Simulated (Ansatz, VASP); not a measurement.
Os in VASP and in Ansatz

```xyz
2
Lattice="2.7163 0.0000 0.0000 -1.3581 2.3524 0.0000 0.0000 0.0000 4.2883" Properties=species:S:1:pos:R:3 pbc="T T T"
Os    0.0000    1.5682    1.0721
Os    1.3581    0.7841    3.2162
```

Alike in both runs: task relaxation of cell and atoms; functional LDA; k mesh 24 × 24 × 14; occupations fermi-dirac, width 0.15 eV; no spin polarisation.

```csv
,VASP,Ansatz
version,VASP 6.6.1,Ansatz 0.2.0
potentials or method,"VASP PAW LDA potentials, release 64 (Os), cutoff 600 eV","scalar-relativistic, plane waves, PAW"
valence electrons in the cell,16,32
```

|  | VASP | Ansatz | Ansatz less VASP |
| --- | --- | --- | --- |
| gap on the k mesh at the Fermi level, each at its own relaxed structure (eV) | none | none | - |
| relaxed volume (Å³/atom) | 13.75 | 13.71 | -0.036 |
| relaxed length of the cell vector where the two differ most in proportion (Å) | 2.719 | 2.717 | -0.0027 |

Ansatz warns that its potentials were made for another functional, while VASP's fit it. LDA's correlation is that of Perdew and Zunger in VASP and of Perdew and Wang (1992) in Ansatz. A gap of «none» marks a metal or a gap that the smearing closes. VASP's potentials hold 16 valence electrons a cell and Ansatz's 32, so a difference there can come from the potentials and not from the codes.

Neither program's run includes spin-orbit coupling.
